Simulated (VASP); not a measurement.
Cu: single point with PBE

Crystal: Cu.

```
CELL_PARAMETERS angstrom
0.00000 1.81458 1.81458
1.81458 0.00000 1.81458
1.81458 1.81458 0.00000
ATOMIC_POSITIONS crystal
Cu 0.00000 0.00000 0.00000
```

```
Program             : VASP 6.6.1
Task                : single point
Functional          : PBE
Potentials or basis : VASP PAW PBE potentials, release 64 (Cu)
Cutoff              : 520 eV
k mesh              : 15 × 15 × 15
Occupations         : gaussian, width 0.2 eV
Spin                : no spin polarisation
```

The pressure is 0.5 GPa.

Levels at points of the mesh, in eV from the Fermi level:
| k point | band 4 | band 5 | band 6 | band 7 | band 8 | band 9 |
| --- | --- | --- | --- | --- | --- | --- |
| (0.00, 0.00, 0.00) | -3.08 | -2.28 | -2.28 | 22.41 | 24.97 | 24.97 |

Wall time 23 s on 1 thread of Intel Xeon 8259CL (shared host), peak memory 0.14 GiB.
